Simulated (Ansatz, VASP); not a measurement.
**Two plane-wave programs on Na**

Contents of INCAR:

```
  ALGO = Normal
  EDIFF = 1E-6
  ENCUT = 520
  GGA = PS
  ISIF = 2
  ISMEAR = 0
  LASPH = T
  LCHARG = T
  LELF = T
  LREAL = F
  LVHAR = T
  LWAVE = F
  NBANDS = 10
  NELM = 80
  PREC = Accurate
  SIGMA = 0.1
```

File KPOINTS:

```
k-points
0
Gamma
  14 14 14
```

The input POSCAR:

```
Na
1.0
   -2.1290615500      2.1290615500      2.1290615500
    2.1290615500     -2.1290615500      2.1290615500
    2.1290615500      2.1290615500     -2.1290615500
Na
1
Direct
    0.0000000000      0.0000000000      0.0000000000
```

Input for Ansatz:

```yaml
crystal:
  lattice:
    - [-2.12906155, 2.12906155, 2.12906155]
    - [2.12906155, -2.12906155, 2.12906155]
    - [2.12906155, 2.12906155, -2.12906155]
  atoms:
    - { symbol: Na, position: [0.0, 0.0, 0.0] }
basis:
  ecutwfc: 420
kpoints:
  mp_grid: { grid: [14, 14, 14] }
hamiltonian:
  xc: pbesol
scf:
  occupations: { method: gaussian, width: 0.1 }
output:
  forces: true
  stress: true
  eigenvalues: true
  populations: true
```

Alike in both runs: task single point; functional PBEsol; k mesh 14 × 14 × 14; occupations gaussian, width 0.1 eV; no spin polarisation.

|  | VASP | Ansatz |
| --- | --- | --- |
| version | VASP 6.6.1 | Ansatz 0.2.0 |
| potentials or method | VASP PAW PBE potentials, release 64 (Na_pv), cutoff 520 eV | scalar-relativistic, plane waves, PAW |
| valence electrons in the cell | 7 | 9 |

```tsv
	VASP	Ansatz	Ansatz less VASP
gap on the k mesh at the Fermi level (eV)	none	none	-
pressure (GPa)	-0.5	-0.4	+0.02
```

VASP's potentials were made for PBE, not for PBEsol. A gap of «none» marks a metal or a gap that the smearing closes. VASP's potentials hold 7 valence electrons a cell and Ansatz's 9, so a difference there can come from the potentials and not from the codes.
